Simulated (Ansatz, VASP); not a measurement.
**Two plane-wave programs on Pt**

The input INCAR:

```
ALGO = Normal
EDIFF = 1E-7
EDIFFG = -0.005
ENCUT = 500
GGA = PE
GGA_COMPAT = False
IBRION = 2
ISIF = 3
ISMEAR = -1
LASPH = True
LCHARG = False
LREAL = False
LWAVE = False
NELM = 120
NELMIN = 4
NSW = 60
PREC = Accurate
SIGMA = 0.05
```

File KPOINTS:

```
k-points
0
Gamma
  14 14 14
```

File POSCAR:

```
Pt
1.0
    0.0000000000      2.6951100335      2.6951100335
    2.6951100335      0.0000000000      2.6951100335
    2.6951100335      2.6951100335      0.0000000000
Pt
2
Direct
   -0.1250000000     -0.1250000000     -0.1250000000
    0.1250000000      0.1250000000      0.1250000000
```

Input for Ansatz:

```yaml
crystal:
  lattice:
    - [0.0, 2.6951100335, 2.6951100335]
    - [2.6951100335, 0.0, 2.6951100335]
    - [2.6951100335, 2.6951100335, 0.0]
  atoms:
    - { symbol: Pt, position: [-0.125, -0.125, -0.125] }
    - { symbol: Pt, position: [0.125, 0.125, 0.125] }
kpoints:
  mp_grid: { grid: [14, 14, 14] }
scf:
  occupations: { method: fermi_dirac, width: 0.05 }
hamiltonian:
  xc: pbe
  pseudopotentials: { kind: paw }
output:
  forces: true
  stress: true
  write_density: true
  write_potential: true
  elf: true
  volumetric_format: npy
relax:
  f_tol: 0.005
  max_steps: 40
  cell: {}
```

Alike in both runs: task relaxation of cell and atoms; functional PBE; k mesh 14 × 14 × 14; occupations fermi-dirac, width 0.05 eV; no spin polarisation.

|  | VASP | Ansatz |
| --- | --- | --- |
| version | VASP 6.6.1 | Ansatz 0.2.0 |
| potentials or method | VASP PAW PBE potentials, release 64 (Pt) | PAW with Ansatz's default frozen-core files, scalar-relativistic |
| plane-wave cutoff (eV) | 500 | 420 |
| valence electrons in the cell | 20 | 36 |

```tsv
	VASP	Ansatz	Ansatz less VASP
relaxed volume (Å³/atom)	24.01	24.08	+0.072
relaxed cell length with the largest relative difference (Å)	4.080	4.084	+0.0041
```

VASP's potentials hold 20 valence electrons a cell and Ansatz's 36, so a difference there can come from the potentials and not from the codes.

Neither program's run includes spin-orbit coupling. Noted on VASP's run: the volume moved by over 15 % at a fixed basis, so the end points are rough.
